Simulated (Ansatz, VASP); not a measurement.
**CaO in VASP and in Ansatz**

Contents of INCAR:

```
PREC     = Accurate       # precision mode
ENCUT    = 600            # plane-wave cutoff, eV
EDIFF    = 1E-6           # SCF threshold, eV
ISMEAR   = 0              # smearing method
SIGMA    = 0.1            # smearing width, eV
LREAL    = F              # projectors in reciprocal space
LASPH    = T              # aspherical terms in the spheres
NELM     = 120            # most SCF steps
ALGO     = Normal         # electronic algorithm
ISIF     = 2              # what is computed and relaxed
LWAVE    = F              # write WAVECAR
LCHARG   = F              # write CHGCAR
GGA      = PE             # functional
NBANDS   = 15             # bands
GGA_COMPAT= F
```

Contents of KPOINTS:

```
Automatic mesh
0
Gamma
  6 6 6
```

Contents of POSCAR:

```
CaO
1.0
    0.0000000000      2.4035556300      2.4035556300
    2.4035556300      0.0000000000      2.4035556300
    2.4035556300      2.4035556300      0.0000000000
Ca O
1 1
Direct
    0.0000000000      0.0000000000      0.0000000000
    0.5000000000      0.5000000000      0.5000000000
```

Input for Ansatz:

```yaml
crystal:
  lattice:
    - [0.0, 2.40355563, 2.40355563]
    - [2.40355563, 0.0, 2.40355563]
    - [2.40355563, 2.40355563, 0.0]
  atoms:
    - { symbol: Ca, position: [0.0, 0.0, 0.0] }
    - { symbol: O, position: [0.5, 0.5, 0.5] }
basis:
  ecutwfc: 420
kpoints:
  mp_grid: { grid: [6, 6, 6] }
hamiltonian:
  xc: pbe
scf:
  occupations: { method: gaussian, width: 0.1 }
  lower_state_search: "off"
output:
  forces: true
  stress: true
  eigenvalues: true
```

Alike in both runs: task single point; functional PBE; k mesh 6 × 6 × 6; occupations gaussian, width 0.1 eV; no spin polarisation.

|  | VASP | Ansatz |
| --- | --- | --- |
| version | VASP 6.6.1 | Ansatz 0.2.0 |
| potentials or method | VASP PAW PBE potentials, release 64 (Ca_sv, O), cutoff 600 eV | scalar-relativistic, plane waves, PAW |
| valence electrons in the cell | 16 | 16 |

```csv
,VASP,Ansatz,Ansatz less VASP
gap on the k mesh at the Fermi level (eV),3.64,3.65,+0.019
least direct gap on the mesh (eV),4.01,4.03,+0.017
pressure (GPa),2.1,1.6,-0.46
```
